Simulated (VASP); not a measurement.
A run of VASP 6.6.1:

Contents of INCAR:

```
SYSTEM = Si
PREC     = Accurate       ! precision mode
ENCUT    = 500            ! plane-wave cutoff, eV
EDIFF    = 1E-6           ! SCF threshold, eV
ISMEAR   = 0              ! smearing method
SIGMA    = 0.02           ! smearing width, eV
LREAL    = .False.        ! projectors in reciprocal space
LASPH    = .True.         ! aspherical terms in the spheres
NELM     = 120            ! most SCF steps
ALGO     = Normal         ! electronic algorithm
ISIF     = 2              ! what is computed and relaxed
LWAVE    = .False.        ! write WAVECAR
LCHARG   = .False.        ! write CHGCAR
GGA      = PS             ! functional
NBANDS   = 11             ! bands
GGA_COMPAT= .False.
```

The input KPOINTS:

```
regular mesh
0
Gamma
  10 10 10
  0 0 0
```

File POSCAR:

```
Si
1.0
    0.0211306347      2.7106948530      2.6895642183
    2.7106948530      0.0211306347      2.6895642183
    2.7318254877      2.7318254877      0.0000000000
Si
2
Direct
    0.0011214844      0.0011214844     -0.0011214844
    0.2488785156      0.2488785156      0.2511214844
```

Potentials or basis: VASP PAW PBE potentials, release 64 (Si).

The run is started by

```console
$ cat potpaw_PBE.64/Si/POTCAR > POTCAR
$ mpirun -np 1 vasp_std > vasp.out
```

Hardware: 1 thread of Intel Xeon 8259CL, on a shared host.

Problem. How long does it take, and how much memory?

Solution. Wall time 89 s on 1 thread of Intel Xeon 8259CL, with other jobs on the host, peak memory 0.19 GiB. Counts: scf iterations 11, k points 171.
